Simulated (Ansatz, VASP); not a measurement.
**One calculation of BaS, two programs**

INCAR

```
SYSTEM = BaS
PREC = Accurate ; ENCUT = 520
EDIFF = 1E-6 ; ISMEAR = -1
SIGMA = 0.02 ; LREAL = .FALSE.
LASPH = .TRUE. ; NELM = 80
ALGO = Normal ; ISIF = 2
LWAVE = .FALSE. ; LCHARG = .TRUE.
GGA = PE ; LELF = .TRUE.
LVHAR = .TRUE. ; NBANDS = 15
```

The input KPOINTS:

```
Automatic mesh
0
G
  8 8 8
  0 0 0
```

Contents of POSCAR:

```
BaS
1.0
    0.0000000000      3.2119099263      3.0445694192
    3.2119099263      0.0000000000      3.0445694192
    3.2119099263      3.2119099263      0.0000000000
Ba S
1 1
Direct
    0.0000000000      0.0000000000      0.0000000000
    0.5000000000      0.5000000000      0.5000000000
```

Input for Ansatz:

```yaml
crystal:
  lattice:
    - [0.0, 3.2119099263, 3.0445694192]
    - [3.2119099263, 0.0, 3.0445694192]
    - [3.2119099263, 3.2119099263, 0.0]
  atoms:
    - { symbol: Ba, position: [0.0, 0.0, 0.0] }
    - { symbol: S, position: [0.5, 0.5, 0.5] }
kpoints:
  mp_grid: { grid: [8, 8, 8] }
  band_path:
    path:
      - [0.0, 0.0, 0.0]
      - [0.5, 0.0, 0.5]
      - [0.625, 0.25, 0.625]
      - [0.375, 0.375, 0.75]
      - [0.5, 0.5, 0.5]
      - [0.5, 0.25, 0.75]
      - [0.5, 0.5, 0.0]
    npoints: 1
hamiltonian:
  xc: pbe
scf:
  occupations: { method: fermi_dirac, width: 0.02 }
  n_extra_bands: 4
output:
  forces: true
  stress: true
  eigenvalues: true
```

Change from the starting cell: uniaxial_z strain -5.2%.

Alike in both runs: task single point; functional PBE; k mesh 8 × 8 × 8; occupations fermi-dirac, width 0.02 eV; no spin polarisation.

```csv
,VASP,Ansatz
version,VASP 6.6.1,Ansatz 0.2.0
potentials or method,"VASP PAW PBE potentials, release 64 (Ba_sv, S)","plane waves, PAW"
plane-wave cutoff (eV),520,420
valence electrons in the cell,16,16
```

|  | VASP | Ansatz | Ansatz less VASP |
| --- | --- | --- | --- |
| gap on the k mesh at the Fermi level (eV) | 1.85 | 1.97 | +0.120 |
| pressure (GPa) | 3.7 | 3.0 | -0.70 |
| traceless stress, the component that is largest in VASP (GPa) | 4.15 | 3.80 | -0.352 |

The functional is the same, so the differences come from potentials, cutoffs and numerics.

Neither program's run includes spin-orbit coupling.
